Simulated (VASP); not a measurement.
# Sn (Fd-3m) in VASP: a series of runs

Runs on Sn. Level: PBE. Tasks: single point, relaxation of cell and atoms.

Everything below comes from runs of VASP 6.6.1. Logs are shortened: lines on timing, memory, paths and dates and some standing lists are left out, and cuts for length are marked.

## (1) The cell of the first run

The structure is cubic, space group Fd-3m (No. 227). The conventional cell has a = 5.119 Å, b = 5.119 Å, c = 5.119 Å, α = 90.00°, β = 90.00°, γ = 90.00°. Sn (site symmetry -43m) has 4 Sn at 2.22 Å within 2.9 Å.

## (2) Single point, PBE

INCAR

```
ALGO = Normal
EDIFF = 1E-6
ENCUT = 520
GGA = PE
ISIF = 2
ISMEAR = -1
LASPH = True
LCHARG = False
LREAL = False
LWAVE = False
NBANDS = 21
NELM = 100
PREC = Accurate
SIGMA = 0.08
```

KPOINTS

```
k-points
0
Gamma
  13 13 13
```

POSCAR

```
Sn
1.0
    0.0000000000      2.5595445709      2.5595445709
    2.5595445709      0.0000000000      2.5595445709
    2.5595445709      2.5595445709      0.0000000000
Sn
2
Direct
   -0.1250000000     -0.1250000000     -0.1250000000
    0.1250000000      0.1250000000      0.1250000000
```

Potentials or basis: VASP PAW PBE potentials, release 64 (Sn_d).

Command:

```
cat potpaw_PBE.64/Sn_d/POTCAR > POTCAR
mpirun -np 1 vasp_std > vasp.out
```

OUTCAR:

```text
EDIFF = 1E-6
   ENCUT = 520
   GGA = PE
   ISIF = 2
   ISMEAR = -1
   LASPH = True
   LREAL = False
   NELM = 100
   PREC = Accurate

 ion  position               nearest neighbor table
   1  0.875  0.875  0.875-   2 2.22   2 2.22   2 2.22   2 2.22
   2  0.125  0.125  0.125-   1 2.22   1 2.22   1 2.22   1 2.22

  LATTYP: Found a face centered cubic cell.
 ALAT       =     5.1190891418

  Lattice vectors:

 A1 = (   0.0000000000,   2.5595445709,   2.5595445709)
 A2 = (   2.5595445709,   0.0000000000,   2.5595445709)
 A3 = (   2.5595445709,   2.5595445709,   0.0000000000)

Analysis of symmetry for initial positions (statically):
=====================================================================
 Subroutine PRICEL returns:
 Original cell was already a primitive cell.

 Routine SETGRP: Setting up the symmetry group for a
 face centered cubic supercell.

 Subroutine GETGRP returns: Found 48 space group operations
 (whereof 12 operations were pure point group operations)
 out of a pool of 48 trial point group operations.

The static configuration has the point symmetry D_3d.
 The point group associated with its full space group is O_h .

Analysis of symmetry for dynamics (positions and initial velocities):
=====================================================================
 Subroutine PRICEL returns:
 Original cell was already a primitive cell.

 Routine SETGRP: Setting up the symmetry group for a
 face centered cubic supercell.

 Subroutine GETGRP returns: Found 48 space group operations
 (whereof 12 operations were pure point group operations)
 out of a pool of 48 trial point group operations.

The dynamic configuration has the point symmetry D_3d.
 The point group associated with its full space group is O_h .

 Subroutine INISYM returns: Found 48 space group operations
 (whereof 12 operations are pure point group operations),
 and found     1 'primitive' translations

----------------------------------------------------------------------------------------

                                     Primitive cell

  volume of cell :      33.5365

  direct lattice vectors                    reciprocal lattice vectors
     0.000000000  2.559544571  2.559544571    -0.195347253  0.195347253  0.195347253
     2.559544571  0.000000000  2.559544571     0.195347253 -0.195347253  0.195347253
     2.559544571  2.559544571  0.000000000     0.195347253  0.195347253 -0.195347253

  length of vectors
     3.619742646  3.619742646  3.619742646     0.338351367  0.338351367  0.338351367

  position of ions in fractional coordinates (direct lattice)
     0.875000000  0.875000000  0.875000000
     0.125000000  0.125000000  0.125000000

  ion indices of the primitive-cell ions
   primitive index   ion index
                 1           1
                 2           2

----------------------------------------------------------------------------------------

 KPOINTS: k-points

Automatic generation of k-mesh.
 Grid dimensions read from file:
 generate k-points for:   13   13   13

 Generating k-lattice:

  Cartesian coordinates                     Fractional coordinates (reciprocal lattice)
    -0.015026712  0.015026712  0.015026712     0.076923077  0.000000000  0.000000000
     0.015026712 -0.015026712  0.015026712     0.000000000  0.076923077  0.000000000
     0.015026712  0.015026712 -0.015026712     0.000000000  0.000000000  0.076923077

  Length of vectors
     0.026027028  0.026027028  0.026027028

  Shift w.r.t. Gamma in fractional coordinates (k-lattice)
     0.000000000  0.000000000  0.000000000

 Subroutine IBZKPT returns following result:
 ===========================================

 Found     84 irreducible k-points:

 Following reciprocal coordinates:
            Coordinates               Weight
  0.000000  0.000000  0.000000      1.000000
  0.076923  0.000000  0.000000      8.000000
  0.153846  0.000000  0.000000      8.000000
  0.230769  0.000000  0.000000      8.000000
  0.307692  0.000000  0.000000      8.000000
  0.384615  0.000000  0.000000      8.000000
[... 16 lines left out ...]
  0.384615  0.153846  0.000000     24.000000
  0.461538  0.153846  0.000000     24.000000
 [... further k-points ...]
   k-points           NKPTS =     84   k-points in BZ     NKDIM =     84   number of bands    NBANDS=     21
   number of dos      NEDOS =    301   number of ions     NIONS =      2
   total plane-waves  NPLWV =  21952
   dimension x,y,z NGX =    28 NGY =   28 NGZ =   28
   dimension x,y,z NGXF=    56 NGYF=   56 NGZF=   56
   ions per type =               2
   NGX,Y,Z   is equivalent  to a cutoff of  12.86, 12.86, 12.86 a.u.
   NGXF,Y,Z  is equivalent  to a cutoff of  25.72, 25.72, 25.72 a.u.
 SYSTEM =  unknown system
   PREC   = accura    normal or accurate (medium, high low for compatibility)
   ISTART =      0    job   : 0-new  1-cont  2-samecut
   ICHARG =      2    charge: 1-file 2-atom 10-const
   ISPIN  =      1    spin polarized calculation?
   LNONCOLLINEAR =      F non collinear calculations
   LSORBIT =      F    spin-orbit coupling
   LASPH  =      T    aspherical Exc in radial PAW
   ENCUT  =  520.0 eV  38.22 Ry    6.18 a.u.   6.73  6.73  6.73*2*pi/ulx,y,z
   NELM   =    100;   NELMIN=  2; NELMDL= -5     # of ELM steps
   EDIFF  = 0.1E-05   stopping-criterion for ELM
   LREAL  =      F    real-space projection
   EDIFFG = 0.1E-04   stopping-criterion for IOM
   NSW    =      0    number of steps for IOM
   IBRION =     -1    ionic relax: 0-MD 1-quasi-New 2-CG
   NFREE  =      0    steps in history (QN), initial steepest desc. (CG)
   ISIF   =      2    stress and relaxation
   ISYM   =      2    0-nonsym 1-usesym 2-fastsym
   POTIM  = 0.5000    time-step for ionic-motion
   TEBEG  =    0.0;   TEEND  =   0.0 temperature during run
   PSTRESS=    0.0 pullay stress
   NELECT =      28.0000    total number of electrons
   NUPDOWN=      -1.0000    fix difference up-down
   EMIN   =  10.00;   EMAX   =-10.00  energy-range for DOS
   EFERMI =   0.00;   METHOD = LEGACY
   ISMEAR =    -1;   SIGMA  =   0.08  broadening in eV -4-tet -1-fermi 0-gaus
   EFERMI_NEDOS =   21; number of points for ismear=-14 and -15
   IALGO  =     38    algorithm
   IMIX   =      4    mixing-type and parameters
     AMIX     =   0.40;   BMIX     =  1.00
     AMIX_MAG =   1.60;   BMIX_MAG =  1.00
  volume/ion in A,a.u.               =      16.77       113.16
  Fermi-wavevector in a.u.,A,eV,Ry     =   1.541540  2.913088 32.332147  2.376346
  Thomas-Fermi vector in A             =   2.647472
   LORBIT       =      0    0 simple, 1 ext, 2 COOP (PROOUT), +10 PAW based schemes
   GGA     = PE    functional components
[... 5 lines left out ...]
 non-spin polarized calculation
  energy-cutoff  :      520.00
  volume of cell :       33.54
 maximum number of plane-waves:       918
   NGX = 13   NGY = 13   NGZ = 13

 number of electron      27.9999987 magnetization

 Free energy of the ion-electron system (eV)
  ---------------------------------------------------
  ext. energy  EPLUGINS =         0.00000000
  ---------------------------------------------------
  free energy    TOTEN  =         3.19306395 eV

  energy without entropy =        3.19992286  energy(sigma->0) =        3.19649341

 E-fermi :  16.5523     XC(G=0): -12.4957

 val. band max:       16.5055889398   @ k =   0.4615   0.4615   0.0000
 cond. band min:      16.5930587574   @ k =  -0.4615   0.3846   0.0000
 fundamental gap:      0.0874698176
 Fermi energy:        16.5522664684

 k-point     1 :       0.0000    0.0000    0.0000
  band No.  band energies     occupation
      1      -8.5914      2.00000
      2      -8.5914      2.00000
      3      -8.5914      2.00000
      4      -8.4093      2.00000
      5      -8.4093      2.00000
      6      -6.7541      2.00000
[... 13 lines left out ...]
     20      24.4146      0.00000
     21      24.4146      0.00000

 k-point     2 :       0.0769    0.0000    0.0000
  band No.  band energies     occupation
      1      -8.6324      2.00000
      2      -8.6324      2.00000
      3      -8.5873      2.00000
      4      -8.3555      2.00000
      5      -8.3555      2.00000
      6      -6.7716      2.00000
[... 13 lines left out ...]
     20      24.0894      0.00000
     21      24.0894      0.00000

 k-point     3 :       0.1538    0.0000    0.0000
  band No.  band energies     occupation
      1      -8.6935      2.00000
      2      -8.6935      2.00000
      3      -8.5761      2.00000
      4      -8.2609      2.00000
      5      -8.2609      2.00000
      6      -6.8109      2.00000
[... 13 lines left out ...]
     20      23.6786      0.00000
     21      23.6786      0.00000

 k-point     4 :       0.2308    0.0000    0.0000
  band No.  band energies     occupation
      1      -8.7370      2.00000
      2      -8.7370      2.00000
      3      -8.5612      2.00000
      4      -8.1770      2.00000
      5      -8.1770      2.00000
      6      -6.8694      2.00000
[... 13 lines left out ...]
     20      23.8761      0.00000
     21      24.3969      0.00000

 k-point     5 :       0.3077    0.0000    0.0000
  band No.  band energies     occupation
      1      -8.7586      2.00000
      2      -8.7586      2.00000
      3      -8.5462      2.00000
      4      -8.1236      2.00000
      5      -8.1236      2.00000
      6      -6.9315      2.00000
[... 13 lines left out ...]
     20      24.7797      0.00000
     21      25.8626      0.00000

 k-point     6 :       0.3846    0.0000    0.0000
  band No.  band energies     occupation
      1      -8.7638      2.00000
      2      -8.7638      2.00000
      3      -8.5343      2.00000
      4      -8.1018      2.00000
      5      -8.1018      2.00000
      6      -6.9827      2.00000
[... 13 lines left out ...]
     20      25.9664      0.00000
     21      27.5195      0.00000

 k-point     7 :       0.4615    0.0000    0.0000
  band No.  band energies     occupation
      1      -8.7624      2.00000
      2      -8.7624      2.00000
      3      -8.5278      2.00000
      4      -8.0981      2.00000
      5      -8.0981      2.00000
      6      -7.0117      2.00000
[... 13 lines left out ...]
     20      26.9620      0.00000
     21      29.0001      0.00000
[... 291 lines left out ...]
      1      -8.7332      2.00000
      2      -8.6446      2.00000
      3      -8.6446      2.00000
      4      -8.2937      2.00000
      5      -8.1012      2.00000
      6      -7.1202      2.00000
[... 13 lines left out ...]
     20      24.9891      0.00000
     21      25.3268      0.00000

 k-point    21 :       0.2308    0.1538    0.0000
  band No.  band energies     occupation
      1      -8.7757      2.00000
      2      -8.6775      2.00000
      3      -8.6389      2.00000
      4      -8.2212      2.00000
      5      -7.9935      2.00000
      6      -7.2455      2.00000
[... 13 lines left out ...]
     20      25.5534      0.00000
     21      25.7415      0.00000

 k-point    22 :       0.3077    0.1538    0.0000
  band No.  band energies     occupation
      1      -8.8282      2.00000
      2      -8.7124      2.00000
      3      -8.5930      2.00000
      4      -8.1419      2.00000
      5      -7.9084      2.00000
      6      -7.3279      2.00000
[... 13 lines left out ...]
     20      26.1318      0.00000
     21      27.0132      0.00000

 k-point    23 :       0.3846    0.1538    0.0000
  band No.  band energies     occupation
      1      -8.8710      2.00000
      2      -8.7425      2.00000
      3      -8.5286      2.00000
      4      -8.0719      2.00000
      5      -7.8735      2.00000
      6      -7.3488      2.00000
[... 13 lines left out ...]
     20      27.0809      0.00000
     21      28.3584      0.00000

 k-point    24 :       0.4615    0.1538    0.0000
  band No.  band energies     occupation
      1      -8.8973      2.00000
      2      -8.7705      2.00000
      3      -8.4597      2.00000
      4      -8.0101      2.00000
      5      -7.8971      2.00000
      6      -7.3114      2.00000
[... 13 lines left out ...]
     20      27.6510      0.00000
     21      29.0428      0.00000

 [... further k-points ...]

------------------------ aborting loop because EDIFF is reached ----------------------------------------

  FORCE on cell =-STRESS in cart. coord.  units (eV):
  Direction    XX          YY          ZZ          XY          YZ          ZX
  --------------------------------------------------------------------------------------
  -------------------------------------------------------------------------------------
  Total       37.9403499     37.9403499     37.9403499     -0.0000000     -0.0000000     -0.0000000
  in kB     1812.5659985   1812.5659985   1812.5659985     -0.0000000     -0.0000000     -0.0000000
  external PRESSURE =    1812.5659985 kB  Pullay stress =       0.0000000 kB

 VOLUME and BASIS-vectors are now :
 -----------------------------------------------------------------------------
  energy-cutoff  :      520.00
  volume of cell :       33.54
      direct lattice vectors                 reciprocal lattice vectors
     0.000000000  2.559544571  2.559544571    -0.195347253  0.195347253  0.195347253
     2.559544571  0.000000000  2.559544571     0.195347253 -0.195347253  0.195347253
     2.559544571  2.559544571  0.000000000     0.195347253  0.195347253 -0.195347253

 POSITION                                       TOTAL-FORCE (eV/Angst)
 -----------------------------------------------------------------------------------
      4.47920      4.47920      4.47920         0.000000      0.000000      0.000000
      0.63989      0.63989      0.63989        -0.000000     -0.000000     -0.000000
 -----------------------------------------------------------------------------------
    total drift:                                0.000000     -0.000000     -0.000000

  FREE ENERGIE OF THE ION-ELECTRON SYSTEM (eV)
  ---------------------------------------------------
  free  energy   TOTEN  =         3.1930639524 eV

  energy  without entropy=        3.1999228604  energy(sigma->0) =        3.19649341
```

Run time: 21 s. Hardware: 1 thread of Intel Xeon 6975P-C (Granite Rapids), shared host; peak memory 0.18 GiB.

What came out:

```yaml
Free_energy: 3.1931 eV
Pressure: 181.3 GPa
Band_gap_on_the_k_mesh: zero (band 14 reaches 17.61 eV, above the bottom of band 15 at 16.27 eV)
```

Caveat: spin-orbit coupling is left out, which moves the levels of the heavy elements.

## (3) Single point, PBE

INCAR

```
PREC = Accurate
ENCUT = 520
EDIFF = 1E-6
ISMEAR = -1
SIGMA = 0.08
LREAL = F
LASPH = T
NELM = 60
ALGO = Normal
ISIF = 2
LWAVE = F
LCHARG = T
GGA = PE
LELF = T
LVHAR = T
NBANDS = 21
```

KPOINTS

```
Automatic mesh
0
Gamma
  13 13 13
```

POSCAR

```
Sn
1.0
    0.0000000000      2.5597355058      2.5597355058
    2.5597355058      0.0000000000      2.5597355058
    2.5597355058      2.5597355058      0.0000000000
Sn
2
Direct
   -0.1250000000     -0.1250000000     -0.1250000000
    0.1250000000      0.1250000000      0.1250000000
```

Potentials or basis: VASP PAW PBE potentials, release 64 (Sn_d).

Command:

```
cat potpaw_PBE.64/Sn_d/POTCAR > POTCAR
mpirun -np 1 vasp_std > vasp.out
```

OUTCAR:

```text
PREC = Accurate
   ENCUT = 520
   EDIFF = 1E-6
   ISMEAR = -1
   LREAL = F
   LASPH = T
   NELM = 60
   ISIF = 2
   GGA = PE

 ion  position               nearest neighbor table
   1  0.875  0.875  0.875-   2 2.22   2 2.22   2 2.22   2 2.22
   2  0.125  0.125  0.125-   1 2.22   1 2.22   1 2.22   1 2.22

  LATTYP: Found a face centered cubic cell.
 ALAT       =     5.1194710116

  Lattice vectors:

[... 760 lines left out ...]
     21      29.0369      0.00000

 [... further k-points ...]

------------------------ aborting loop because EDIFF is reached ----------------------------------------

  FORCE on cell =-STRESS in cart. coord.  units (eV):
  Direction    XX          YY          ZZ          XY          YZ          ZX
  --------------------------------------------------------------------------------------
  -------------------------------------------------------------------------------------
  Total       37.9176179     37.9176179     37.9176179     -0.0000000      0.0000000      0.0000000
  in kB     1811.0746639   1811.0746639   1811.0746639     -0.0000000      0.0000000      0.0000000
  external PRESSURE =    1811.0746639 kB  Pullay stress =       0.0000000 kB

 VOLUME and BASIS-vectors are now :
 -----------------------------------------------------------------------------
  energy-cutoff  :      520.00
  volume of cell :       33.54
      direct lattice vectors                 reciprocal lattice vectors
     0.000000000  2.559735506  2.559735506    -0.195332681  0.195332681  0.195332681
     2.559735506  0.000000000  2.559735506     0.195332681 -0.195332681  0.195332681
     2.559735506  2.559735506  0.000000000     0.195332681  0.195332681 -0.195332681

 POSITION                                       TOTAL-FORCE (eV/Angst)
 -----------------------------------------------------------------------------------
      4.47954      4.47954      4.47954        -0.000000     -0.000000     -0.000000
      0.63993      0.63993      0.63993         0.000000      0.000000      0.000000
 -----------------------------------------------------------------------------------
    total drift:                                0.000000     -0.000000     -0.000000

  FREE ENERGIE OF THE ION-ELECTRON SYSTEM (eV)
  ---------------------------------------------------
  free  energy   TOTEN  =         3.1845672573 eV

  energy  without entropy=        3.1914239312  energy(sigma->0) =        3.18799559
```

OSZICAR:

```text
N       E                     dE             d eps       ncg     rms          rms(c)
DAV:   1     0.230791504948E+03    0.23079E+03   -0.14441E+04  3746   0.251E+03
DAV:   2     0.247554232203E+02   -0.20604E+03   -0.20077E+03  3543   0.479E+02
DAV:   3     0.317353612768E+01   -0.21582E+02   -0.21337E+02  4033   0.138E+02
DAV:   4     0.259246137027E+01   -0.58107E+00   -0.58049E+00  4078   0.238E+01
DAV:   5     0.257480650220E+01   -0.17655E-01   -0.17653E-01  4539   0.407E+00    0.854E+00
DAV:   6     0.297778880307E+01    0.40298E+00   -0.89077E-02  5095   0.212E+00    0.503E+00
DAV:   7     0.318524153825E+01    0.20745E+00   -0.14623E-01  5043   0.320E+00    0.227E-01
DAV:   8     0.318466084391E+01   -0.58069E-03   -0.84590E-03  4093   0.648E-01    0.101E-01
DAV:   9     0.318455172560E+01   -0.10912E-03   -0.37443E-04  4662   0.155E-01    0.301E-02
DAV:  10     0.318456735104E+01    0.15625E-04   -0.36064E-05  4819   0.855E-02    0.102E-02
DAV:  11     0.318456725727E+01   -0.93770E-07   -0.21467E-06  3343   0.111E-02
   1 F= 0.31845673E+01 E0= 0.31879956E+01  d E =-.685667E-02
```

stdout:

```text
POSCAR found type information on POSCAR Sn
 POSCAR found :  1 types and       2 ions
 scaLAPACK will be used
 LDA part: xc-table for (Slater+PW92), standard interpolation
 POSCAR, INCAR and KPOINTS ok, starting setup
 FFT: planning ... GRIDC
 FFT: planning ... GRID_SOFT
 FFT: planning ... GRID
 WAVECAR not read
 entering main loop
```

Wall time 22 s (1 thread of Intel Xeon 6975P-C (Granite Rapids), shared host); peak memory 0.18 GiB.

What came out:

```
Free energy            : 3.1846 eV
Pressure               : 181.1 GPa
Band gap on the k mesh : zero (band 14 reaches 17.61 eV, above the bottom of band 15 at 16.27 eV)
```

Caveat: spin-orbit coupling is left out, which moves the levels of the heavy elements.

(Continued in part 2 of 2.)
